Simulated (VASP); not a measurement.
Crystal: CsLi3P2.

```
Cs Li P
1.0
     7.85429    0.00000    0.00000
    -3.92715    6.80202    0.00000
     0.00000    0.00000    3.49685
Cs Li P
1 3 2
Direct
  0.00000 0.00000 0.00000
  0.50000 0.00000 0.50000
  0.00000 0.50000 0.50000
  0.50000 0.50000 0.50000
  0.33333 0.66667 0.50000
  0.66667 0.33333 0.50000
```

The cell was built from a structure type or drawn by symmetry, and may not be a known phase.

- Program: VASP 6.6.1
- Task: relaxation of cell and atoms
- Functional: PBE
- Potentials or basis: VASP PAW PBE potentials, release 64 (Cs_sv, Li_sv, P)
- Cutoff: 600 eV
- k mesh: 3 × 3 × 6
- Occupations: gaussian, width 0.1 eV
- Spin: no spin polarisation

At the start: pressure -0.2 GPa; volume 31.14 Å³/atom.

Where does the relaxation end?

Over 6 steps the energy falls by 15.1 meV/atom and the volume is 29.32 Å³/atom (-5.8 %); space group P6/mmm (No. 191, to 0.1 Å) before and after.

The path:
| step | energy change (eV) | largest force (eV/Å) | pressure (GPa) | volume (Å³) |
| --- | --- | --- | --- | --- |
| 1 | 0.0000 | 0.0000 | -0.24 | 186.82 |
| 2 | -0.0424 | 0.0000 | -0.43 | 185.51 |
| 3 | -0.0752 | 0.0000 | -0.64 | 183.40 |
| 4 | -0.0766 | 0.0000 | -0.68 | 182.85 |
| 5 | -0.0898 | 0.0000 | -0.22 | 177.65 |
| 6 | -0.0907 | 0.0000 | -0.05 | 175.94 |

Final structure:
```xyz
6
Lattice="7.9044 0.0000 0.0000 -3.9522 6.8454 0.0000 0.0000 0.0000 3.2515" Properties=species:S:1:pos:R:3 pbc="T T T"
Cs    7.9044    0.0000    0.0000
Li    3.9522    0.0000    1.6258
Li    5.9283    3.4227    1.6258
Li    1.9761    3.4227    1.6258
P     0.0000    4.5636    1.6258
P     3.9522    2.2818    1.6258
```

Caveat: the cutoff is under 1.25 times the usual one of these potentials, so pressure, stress and relaxed cells hold a basis-set (Pulay) error.
